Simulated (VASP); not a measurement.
**BP: single point with r2SCAN**

The system is BP.

```xyz
2
Lattice="0.0000 2.2220 2.2220 2.2220 0.0000 2.2220 2.2220 2.2220 0.0000" Properties=species:S:1:pos:R:3 pbc="T T T"
B     0.0000    0.0000    0.0000
P     1.1110    1.1110    1.1110
```

```json
{"Program": "VASP 6.6.1", "Task": "single point", "Functional": "r2SCAN", "Potentials or basis": "VASP PAW PBE potentials, release 64 (B, P)", "Cutoff": "520 eV", "k mesh": "10 × 10 × 10", "Occupations": "gaussian, width 0.02 eV", "Spin": "no spin polarisation"}
```

```json
{"Pressure": "11.2 GPa", "Band gap on the k mesh": "1.36 eV (least direct gap 3.74 eV)"}
```

Levels at points of the mesh, in eV from the valence-band top:
```tsv
k point	band 1	band 2	band 3	band 4	band 5	band 6	band 7	band 8	band 9
(0.00, 0.00, 0.00)	-16.85	0.00	0.00	0.00	3.74	3.74	3.74	9.04	12.83
(0.50, 0.00, 0.00)	-13.11	-9.97	-1.94	-1.94	4.54	5.07	5.07	11.16	15.92
(0.50, 0.50, 0.00)	-11.34	-9.47	-4.58	-4.58	1.41	1.86	13.69	13.69	17.24
```

Wall time 19 s on 1 thread of Intel(R) Xeon(R) 6975P-C (Granite Rapids) (shared host), peak memory 0.13 GiB.

Caveat: the cell stands under pressure; the PAW data sets were made with another functional, which shifts forces and pressure a little. r2SCAN opens gaps a little over a GGA but as a rule still falls short of measured ones.
